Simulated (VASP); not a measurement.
# Ti (R-3m) in VASP: single point with r2SCAN

Aim: the single point of Ti with r2SCAN.

All numbers are computed with VASP 6.6.1; they aren't measurements. Logs are shortened: lines on timing, memory, paths and dates and some standing lists are left out, and cuts for length are marked.

### 1 The cell of the first run

The structure is trigonal, space group R-3m (No. 166). The conventional cell has a = 2.786 Å, b = 2.786 Å, c = 7.490 Å, α = 90.00°, β = 90.00°, γ = 120.00°. Within 3.7 Å of Ti (site symmetry -3m) lie 12 Ti at 2.79 to 2.97 Å.

### 2 Single point, r2SCAN

POSCAR

```
Ti
1.0
    2.7861568206      0.0000000000      0.0000000000
   -1.3930784103      2.4128825855      0.0000000000
    1.3930784103      0.8042941952      2.4965323892
Ti
1
Direct
    0.0000000000      0.0000000000      0.0000000000
```

INCAR.step1

```
ALGO     = Normal         # electronic algorithm
EDIFF    = 1E-4           # SCF threshold, eV
ENCUT    = 520            # plane-wave cutoff, eV
GGA      = PE             # functional
ISMEAR   = 0              # smearing method
ISYM     = 0            
LASPH    = T              # aspherical terms in the spheres
LCHARG   = F              # write CHGCAR
LREAL    = F              # projectors in reciprocal space
LWAVE    = T              # write WAVECAR
NBANDS   = 12             # bands
NELM     = 80             # most SCF steps
PREC     = Accurate       # precision mode
SIGMA    = 0.1            # smearing width, eV
```

INCAR.step2

```
ALGO     = Normal         # electronic algorithm
EDIFF    = 1E-7           # SCF threshold, eV
ENCUT    = 520            # plane-wave cutoff, eV
ISIF     = 2              # what is computed and relaxed
ISMEAR   = 0              # smearing method
ISTART   = 1            
ISYM     = 0            
LASPH    = T              # aspherical terms in the spheres
LCHARG   = F              # write CHGCAR
LMIXTAU  = T            
LREAL    = F              # projectors in reciprocal space
LWAVE    = F              # write WAVECAR
METAGGA  = R2SCAN         # meta-GGA
NBANDS   = 12             # bands
NELM     = 80             # most SCF steps
PREC     = Accurate       # precision mode
SIGMA    = 0.1            # smearing width, eV
```

KPOINTS

```
k-points
0
Gamma
  15 15 14
```

Potentials or basis: VASP PAW PBE potentials, release 64 (Ti_sv).

Launch:

```sh
$ cat potpaw_PBE.64/Ti_sv/POTCAR > POTCAR
$ cp INCAR.step1 INCAR
$ mpirun -np 1 vasp_std > vasp.out
$ cp INCAR.step2 INCAR
$ mpirun -np 1 vasp_std > vasp.out
```

OUTCAR:

```text
EDIFF = 1E-7
   ENCUT = 520
   ISIF = 2
   ISMEAR = 0
   ISTART = 1
   ISYM = 0
   LASPH = T
   LREAL = F
   METAGGA = R2SCAN
   NELM = 80
   PREC = Accurate

 ion  position               nearest neighbor table
   1  0.000  0.000  0.000-

IMPORTANT INFORMATION: All symmetrisations will be switched off!
NOSYMM: (Re-)initialisation of all symmetry stuff for point group C_1.

----------------------------------------------------------------------------------------

                                     Primitive cell

  volume of cell :      16.7834

  direct lattice vectors                    reciprocal lattice vectors
     2.786156821  0.000000000  0.000000000     0.358917342  0.207221024 -0.267037059
    -1.393078410  2.412882585  0.000000000     0.000000000  0.414442048 -0.133518529
     1.393078410  0.804294195  2.496532389     0.000000000  0.000000000  0.400555588

  length of vectors
     2.786156821  2.786156821  2.969887301     0.493022314  0.435418659  0.400555588

  position of ions in fractional coordinates (direct lattice)
     0.000000000  0.000000000  0.000000000

  ion indices of the primitive-cell ions
   primitive index   ion index
                 1           1

----------------------------------------------------------------------------------------

 KPOINTS: k-points

Automatic generation of k-mesh.
 Grid dimensions read from file:
 generate k-points for:   15   15   14

 Generating k-lattice:

  Cartesian coordinates                     Fractional coordinates (reciprocal lattice)
     0.023927823  0.013814735 -0.017802471     0.066666667  0.000000000  0.000000000
     0.000000000  0.027629470 -0.008901235     0.000000000  0.066666667 -0.000000000
     0.000000000  0.000000000  0.028611113     0.000000000  0.000000000  0.071428571

  Length of vectors
     0.032868154  0.029027911  0.028611113

  Shift w.r.t. Gamma in fractional coordinates (k-lattice)
     0.000000000  0.000000000  0.000000000

 -----------------------------------------------------------------------------
|                                                                             |
|           W    W    AA    RRRRR   N    N  II  N    N   GGGG   !!!           |
|           W    W   A  A   R    R  NN   N  II  NN   N  G    G  !!!           |
|           W    W  A    A  R    R  N N  N  II  N N  N  G       !!!           |
|           W WW W  AAAAAA  RRRRR   N  N N  II  N  N N  G  GGG   !            |
|           WW  WW  A    A  R   R   N   NN  II  N   NN  G    G                |
|           W    W  A    A  R    R  N    N  II  N    N   GGGG   !!!           |
|                                                                             |
|     Your reciprocal lattice and k-lattice belong to different lattice       |
|     classes:                                                                |
|                                                                             |
|        The reciprocal lattice is rhombohedral (trigonal),                   |
|        whereas your k-lattice is base-centered monoclinic.                  |
|                                                                             |
|     Results are often still useful ...                                      |
|                                                                             |
 -----------------------------------------------------------------------------

 WARNING: IBZKPT: internal override: KBLOWUP is changed to .FALSE.
      ... skipping the blow-up phase ...

 Subroutine IBZKPT returns following result:
 ===========================================

 Found   1576 irreducible k-points:

 Following reciprocal coordinates:
            Coordinates               Weight
  0.000000  0.000000  0.000000      1.000000
  0.066667  0.000000  0.000000      2.000000
  0.133333  0.000000 -0.000000      2.000000
  0.200000  0.000000 -0.000000      2.000000
  0.266667  0.000000 -0.000000      2.000000
  0.333333 -0.000000 -0.000000      2.000000
[... 16 lines left out ...]
 -0.066667  0.066667  0.000000      2.000000
  0.000000  0.133333  0.000000      2.000000
 [... further k-points ...]
   k-points           NKPTS =   1576   k-points in BZ     NKDIM =   1576   number of bands    NBANDS=     12
   number of dos      NEDOS =    301   number of ions     NIONS =      1
   total plane-waves  NPLWV =  13824
   dimension x,y,z NGX =    24 NGY =   24 NGZ =   24
   dimension x,y,z NGXF=    48 NGYF=   48 NGZF=   48
   ions per type =               1
   NGX,Y,Z   is equivalent  to a cutoff of  14.32, 14.32, 13.43 a.u.
   NGXF,Y,Z  is equivalent  to a cutoff of  28.64, 28.64, 26.87 a.u.
 SYSTEM =  unknown system
   PREC   = accura    normal or accurate (medium, high low for compatibility)
   ISTART =      1    job   : 0-new  1-cont  2-samecut
   ICHARG =      0    charge: 1-file 2-atom 10-const
   ISPIN  =      1    spin polarized calculation?
   LNONCOLLINEAR =      F non collinear calculations
   LSORBIT =      F    spin-orbit coupling
   LASPH  =      T    aspherical Exc in radial PAW
   ENCUT  =  520.0 eV  38.22 Ry    6.18 a.u.   5.18  5.18  5.52*2*pi/ulx,y,z
   NELM   =     80;   NELMIN=  2; NELMDL=  0     # of ELM steps
   EDIFF  = 0.1E-06   stopping-criterion for ELM
   LREAL  =      F    real-space projection
   EDIFFG = 0.1E-05   stopping-criterion for IOM
   NSW    =      0    number of steps for IOM
   IBRION =     -1    ionic relax: 0-MD 1-quasi-New 2-CG
   NFREE  =      0    steps in history (QN), initial steepest desc. (CG)
   ISIF   =      2    stress and relaxation
   ISYM   =      0    0-nonsym 1-usesym 2-fastsym
   POTIM  = 0.5000    time-step for ionic-motion
   TEBEG  =    0.0;   TEEND  =   0.0 temperature during run
   PSTRESS=    0.0 pullay stress
   NELECT =      12.0000    total number of electrons
   NUPDOWN=      -1.0000    fix difference up-down
   EMIN   =  10.00;   EMAX   =-10.00  energy-range for DOS
   EFERMI =   0.00;   METHOD = LEGACY
   ISMEAR =     0;   SIGMA  =   0.10  broadening in eV -4-tet -1-fermi 0-gaus
   EFERMI_NEDOS =   21; number of points for ismear=-14 and -15
   IALGO  =     38    algorithm
   IMIX   =      4    mixing-type and parameters
     AMIX     =   0.40;   BMIX     =  1.00
     AMIX_MAG =   1.60;   BMIX_MAG =  1.00
  volume/ion in A,a.u.               =      16.78       113.26
  Fermi-wavevector in a.u.,A,eV,Ry     =   1.463892  2.766354 29.156996  2.142979
  Thomas-Fermi vector in A             =   2.579933
   LORBIT       =      0    0 simple, 1 ext, 2 COOP (PROOUT), +10 PAW based schemes
   METAGGA = R2SCAN    functional components
   LHFCALC =     F    Hartree Fock is set to
   AEXX    =    0.0000 exact exchange contribution
   IVDW    =     0    specifies the selected vdW correction
   LEPSILON=     F    determine dielectric tensor
   LRPA    =     F    only Hartree local field effects (RPA)
 non-spin polarized calculation
 Gauss-broadening in eV      SIGMA  =   0.10
  energy-cutoff  :      520.00
  volume of cell :       16.78
 maximum number of plane-waves:       464
 NGX is ok and might be reduce to    24
   NGX = 11   NGY = 11   NGZ = 11

 number of electron      11.9999998 magnetization

 Free energy of the ion-electron system (eV)
  ---------------------------------------------------
  ext. energy  EPLUGINS =         0.00000000
  ---------------------------------------------------
  free energy    TOTEN  =       -12.83098866 eV

  energy without entropy =      -12.82307200  energy(sigma->0) =      -12.82703033

 E-fermi :   8.6396     XC(G=0): -12.5784

 val. band max:        8.6390685958   @ k =   0.4000   0.3333   0.0714
 cond. band min:       8.6407491340   @ k =   0.0667   0.3333   0.0714
 fundamental gap:      0.0016805382
 Fermi energy:         8.6395788126

 k-point     1 :       0.0000    0.0000    0.0000
  band No.  band energies     occupation
      1     -50.3495      2.00000
      2     -25.1970      2.00000
      3     -25.0528      2.00000
      4     -25.0519      2.00000
      5       2.0733      2.00000
      6       8.9740      0.00000
      7       9.9021      0.00000
      8       9.9021      0.00000
      9      11.6255      0.00000
     10      11.6263      0.00000
     11      24.2667      0.00000
     12      28.1571      0.00000

 k-point     2 :       0.0667    0.0000    0.0000
  band No.  band energies     occupation
      1     -50.3407      2.00000
      2     -25.2108      2.00000
      3     -25.0876      2.00000
      4     -25.0632      2.00000
      5       2.2797      2.00000
      6       8.9984      0.00000
      7       9.8135      0.00000
      8       9.9944      0.00000
      9      11.4634      0.00000
     10      11.6641      0.00000
     11      24.4330      0.00000
     12      27.8596      0.00000

 k-point     3 :       0.1333    0.0000   -0.0000
  band No.  band energies     occupation
      1     -50.3156      2.00000
      2     -25.2595      2.00000
      3     -25.1742      2.00000
      4     -25.0950      2.00000
      5       2.8733      2.00000
      6       8.8757      0.00084
      7       9.7896      0.00000
      8      10.2667      0.00000
      9      11.0281      0.00000
     10      11.7734      0.00000
     11      24.8023      0.00000
     12      27.1229      0.00000
[... 286 lines left out ...]
 k-point    23 :      -0.0667    0.0667    0.0000
  band No.  band energies     occupation
      1     -50.3421      2.00000
      2     -25.2014      2.00000
      3     -25.0900      2.00000
      4     -25.0592      2.00000
      5       2.2351      2.00000
      6       9.0336      0.00000
      7       9.7898      0.00000
      8       9.9866      0.00000
      9      11.5565      0.00000
     10      11.5775      0.00000
     11      24.4542      0.00000
     12      28.0635      0.00000

 k-point    24 :       0.0000    0.1333    0.0000
  band No.  band energies     occupation
      1     -50.3211      2.00000
      2     -25.2324      2.00000
      3     -25.1777      2.00000
      4     -25.0778      2.00000
      5       2.7035      2.00000
      6       9.1689      0.00000
      7       9.5121      0.00000
      8      10.2114      0.00000
      9      11.3972      0.00000
     10      11.4666      0.00000
     11      24.8710      0.00000
     12      26.6664      0.00000

 [... further k-points ...]

------------------------ aborting loop because EDIFF is reached ----------------------------------------

  FORCE on cell =-STRESS in cart. coord.  units (eV):
  Direction    XX          YY          ZZ          XY          YZ          ZX
  --------------------------------------------------------------------------------------
  -------------------------------------------------------------------------------------
  Total        0.9067556      0.9210295     -0.4944024     -0.0123687      0.0011403      0.0019723
  in kB       86.5609218     87.9235418    -47.1967644     -1.1807478      0.1088525      0.1882837
  external PRESSURE =      42.4292331 kB  Pullay stress =       0.0000000 kB

 VOLUME and BASIS-vectors are now :
 -----------------------------------------------------------------------------
  energy-cutoff  :      520.00
  volume of cell :       16.78
      direct lattice vectors                 reciprocal lattice vectors
     2.786156821  0.000000000  0.000000000     0.358917342  0.207221024 -0.267037059
    -1.393078410  2.412882585  0.000000000     0.000000000  0.414442048 -0.133518529
     1.393078410  0.804294195  2.496532389     0.000000000  0.000000000  0.400555588

 POSITION                                       TOTAL-FORCE (eV/Angst)
 -----------------------------------------------------------------------------------
      0.00000      0.00000      0.00000         0.000000     -0.000000      0.000000
 -----------------------------------------------------------------------------------
    total drift:                                0.000000     -0.000000      0.000000

  FREE ENERGIE OF THE ION-ELECTRON SYSTEM (eV)
  ---------------------------------------------------
  free  energy   TOTEN  =       -12.8309886596 eV

  energy  without entropy=      -12.8230720008  energy(sigma->0) =      -12.82703033
```

Run time: 15 min. Hardware: 1 thread of Intel Xeon 8259CL, shared host; peak memory 0.41 GiB.

What came out:

| Quantity | Value |
| --- | --- |
| Free energy | -12.8310 eV |
| Pressure | 4.2 GPa |
| Band gap on the k mesh | zero (bands 6 and 7 overlap by 1.09 eV) |

Caveat: the stress differs along the axes, from -5 to 9 GPa; the PAW data sets were made with another functional, which shifts forces and pressure a little.
